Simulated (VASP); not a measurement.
Input of a VASP 6.6.1 run:

File INCAR:

```
SYSTEM = Si4Cl
  PREC = Accurate
  ENCUT = 520
  EDIFF = 1E-6
  ISMEAR = 0
  SIGMA = 0.1
  LREAL = .FALSE.
  LASPH = .TRUE.
  NELM = 100
  ALGO = Normal
  ISIF = 2
  LWAVE = .FALSE.
  LCHARG = .FALSE.
  GGA = PE
  NBANDS = 20
```

File KPOINTS:

```
regular mesh
0
G
  6 6 12
  0 0 0
```

The input POSCAR:

```
Si4Cl
1.0
    3.7478806108     -4.8906626583      0.0000000000
    3.7478806108      4.8906626583      0.0000000000
    0.0000000000      0.0000000000      3.3118971966
Si Cl
4 1
Direct
    0.3208884154      0.3208884154      0.0000000000
    0.3640166461      0.6359833539      0.5000000000
    0.6359833539      0.3640166461      0.5000000000
    0.6791115846      0.6791115846      0.0000000000
    0.0000000000      0.0000000000      0.0000000000
```

Potentials or basis: VASP PAW PBE potentials, release 64 (Si, Cl).

Command:

```sh
$ cat potpaw_PBE.64/Si/POTCAR potpaw_PBE.64/Cl/POTCAR > POTCAR
$ mpirun -np 1 vasp_std > vasp.out
```

Q: Predict the band gap on the k mesh.

A: Zero (an odd number of electrons rules out a gap without spin polarisation).

Q: What does it give for the largest force?

A: 0.017 eV/Å.

Q: Estimate the pressure.

A: 0.0 GPa.

Forces on the atoms (eV/Å):
```
Si   0.013  0.000  0.000
Si   0.000 -0.017  0.000
Si   0.000  0.017  0.000
Si  -0.013  0.000  0.000
Cl   0.000  0.000  0.000
```

Caveat: an odd number of electrons without spin polarisation forces a metal; a magnetic or distorted state may lie lower.
